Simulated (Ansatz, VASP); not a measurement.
**AgCl in VASP and in Ansatz**

```
Ag Cl
1.0
     3.46235    0.00000    0.00000
     0.00000    3.46235    0.00000
     0.00000    0.00000    3.46235
Ag Cl
1 1
Direct
  0.00000 0.00000 0.00000
  0.50000 0.50000 0.50000
```

Change from the starting cell: volume scaled by 1.025, PAW files.

Alike in both runs: task electric field gradients; functional PBE; k mesh 9 × 9 × 9; occupations fermi-dirac, width 0.01 eV; no spin polarisation.

|  | VASP | Ansatz |
| --- | --- | --- |
| version | VASP 6.6.1 | Ansatz 0.2.0 |
| potentials or method | VASP PAW PBE potentials, release 64 (Ag, Cl) | PAW with Ansatz's default frozen-core files, scalar-relativistic |
| plane-wave cutoff (eV) | 520 | 420 |
| valence electrons in the cell | 18 | 26 |

```csv
,VASP,Ansatz,Ansatz less VASP
gap on the k mesh at the Fermi level (eV),0.60,0.60,0.000
pressure (GPa),-1.3,-1.2,+0.12
```

The functional is the same, so the differences come from potentials, cutoffs and numerics. VASP's potentials hold 18 valence electrons a cell and Ansatz's 26, so a difference there can come from the potentials and not from the codes.
